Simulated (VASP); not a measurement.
Set up this calculation in VASP 6.6.1, as the native input.

```
Task                   : single point
Functional             : LDA
Potentials or basis    : VASP PAW LDA potentials, release 64 (Mg, O)
Cutoff                 : 520 eV
k mesh                 : 4 × 4 × 4
Occupations            : gaussian, width 0.02 eV
Spin                   : no spin polarisation
Dipole correction      : no
Further INCAR settings : ALGO = Normal; EDIFF = 1e-06; NBANDS = 36
```

The structure of MgO lies in POSCAR:

```
MgO
1.0
    5.5230736673      0.0000000000      0.0000000000
    0.0000000000      5.5230736673      0.0000000000
    0.0000000000      0.0000000000      5.5230736673
Mg O
6 6
Direct
    0.2500000000      0.0000000000      0.5000000000
    0.0000000000      0.5000000000      0.2500000000
    0.5000000000      0.7500000000      0.0000000000
    0.7500000000      0.0000000000      0.5000000000
    0.0000000000      0.5000000000      0.7500000000
    0.5000000000      0.2500000000      0.0000000000
    0.2500000000      0.5000000000      0.0000000000
    0.5000000000      0.0000000000      0.2500000000
    0.0000000000      0.7500000000      0.5000000000
    0.7500000000      0.5000000000      0.0000000000
    0.5000000000      0.0000000000      0.7500000000
    0.0000000000      0.2500000000      0.5000000000
```

One way to write it, as run:

INCAR

```
SYSTEM = MgO
ALGO = Normal
EDIFF = 1E-6
ENCUT = 520
GGA = CA
ISIF = 2
ISMEAR = 0
LASPH = .TRUE.
LCHARG = .TRUE.
LELF = .TRUE.
LREAL = .FALSE.
LVHAR = .TRUE.
LWAVE = .FALSE.
NBANDS = 36
NELM = 80
PREC = Accurate
SIGMA = 0.02
```

KPOINTS

```
k-points
0
G
  4 4 4
  0 0 0
```

Potentials or basis: VASP PAW LDA potentials, release 64 (Mg, O).

Command:

```console
$ cat potpaw_LDA.64/Mg/POTCAR potpaw_LDA.64/O/POTCAR > POTCAR
$ mpirun -np 1 vasp_std > vasp.out
```

It gave:

```yaml
Pressure: -0.8 GPa
Band_gap_on_the_k_mesh: 2.86 eV
```

Wall time 110 s on 1 thread of Intel Xeon 8259CL (shared host), peak memory 0.23 GiB.
